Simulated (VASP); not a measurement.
Write the native input for VASP 6.6.1 that does the following.

```
Task                   : single point
Functional             : r2SCAN
Potentials or basis    : VASP PAW PBE potentials, release 64 (Ba_sv, F)
Cutoff                 : 660 eV
k mesh                 : 7 × 7 × 7
Occupations            : gaussian, width 0.0108 eV
Spin                   : no spin polarisation
Dipole correction      : no
Further INCAR settings : ALGO = Normal; EDIFF = 1e-06; NBANDS = 19
```

Crystal: BaF2.

```
Ba F
1.0
     0.00000    3.13480    3.13480
     3.13480    0.00000    3.13480
     3.13480    3.13480    0.00000
Ba F
1 2
Direct
  0.00000 0.00000 0.00000
  0.25000 0.25000 0.25000
  0.75000 0.75000 0.75000
```

One way to write it, as run:

POSCAR

```
BaF2
1.0
    0.0000000000      3.1347970000      3.1347970000
    3.1347970000      0.0000000000      3.1347970000
    3.1347970000      3.1347970000      0.0000000000
Ba F
1 2
Direct
    0.0000000000      0.0000000000      0.0000000000
    0.2500000000      0.2500000000      0.2500000000
    0.7500000000      0.7500000000      0.7500000000
```

INCAR.step1

```
PREC = Accurate ; ENCUT = 660
ISMEAR = 0 ; SIGMA = 0.0108
LREAL = F ; LASPH = T
NELM = 120 ; NBANDS = 19
GGA = PE ; ALGO = Normal
EDIFF = 1E-5 ; LWAVE = T
LCHARG = F ; GGA_COMPAT = F
```

INCAR.step2

```
PREC = Accurate ; ENCUT = 660
EDIFF = 1E-6 ; ISMEAR = 0
SIGMA = 0.0108 ; LREAL = F
LASPH = T ; NELM = 120
ALGO = Normal ; ISIF = 2
LWAVE = F ; LCHARG = T
METAGGA = R2SCAN ; LMIXTAU = T
LELF = T ; LVHAR = T
NBANDS = 19 ; ISTART = 1
GGA_COMPAT = F
```

KPOINTS

```
regular mesh
0
Gamma
  7 7 7
```

Potentials or basis: VASP PAW PBE potentials, release 64 (Ba_sv, F).

Command:

```sh
$ cat potpaw_PBE.64/Ba_sv/POTCAR potpaw_PBE.64/F/POTCAR > POTCAR
$ cp INCAR.step1 INCAR
$ mpirun -np 1 vasp_std > vasp.out
$ cp INCAR.step2 INCAR
$ mpirun -np 1 vasp_std > vasp.out
```

It gave:

```yaml
Pressure: -1.3 GPa
Band_gap_on_the_k_mesh: 7.21 eV, indirect (least direct gap 7.26 eV)
```

Caveat: the PAW data sets were made with another functional, which shifts forces and pressure a little; spin-orbit coupling is left out, which moves the levels of the heavy elements.

Wall time 2.6 min on 1 thread of Intel(R) Xeon(R) Platinum 8259CL CPU @ 2.50GHz (Skylake/Cascade Lake), on a shared host, peak memory 0.27 GiB.
